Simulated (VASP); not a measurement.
Input of a VASP 6.6.1 run:

Contents of INCAR:

```
PREC = Accurate
ENCUT = 520
EDIFF = 1E-7
ISMEAR = -1
SIGMA = 0.06122561905347299
LREAL = False
LASPH = True
NELM = 60
ALGO = Normal
ISIF = 2
LWAVE = False
LCHARG = False
GGA = PE
NBANDS = 12
```

File KPOINTS:

```
Automatic mesh
0
Gamma
  20 20 20
```

POSCAR

```
Ce
1.0
   -1.8705493729      1.8705493729      1.8705493729
    1.8705493729     -1.8705493729      1.8705493729
    1.8705493729      1.8705493729     -1.8705493729
Ce
1
Direct
    0.0000000000      0.0000000000      0.0000000000
```

Potentials or basis: VASP PAW PBE potentials, release 64 (Ce).

Run with:

```console
$ cat potpaw_PBE.64/Ce/POTCAR > POTCAR
$ mpirun -np 1 vasp_std > vasp.out
```

Question: Predict the pressure.

Answer: 1.3 GPa.

Question: What does it give for the band gap on the k mesh?

Answer: Zero (bands 6 and 7 overlap by 1.03 eV).

Caveat: spin-orbit coupling is left out, which moves the levels of the heavy elements; semilocal functionals describe open f shells poorly, which spoils levels, moments and volumes. Spin polarisation is off, so any magnetic state and its effect on volume and gap are missing.
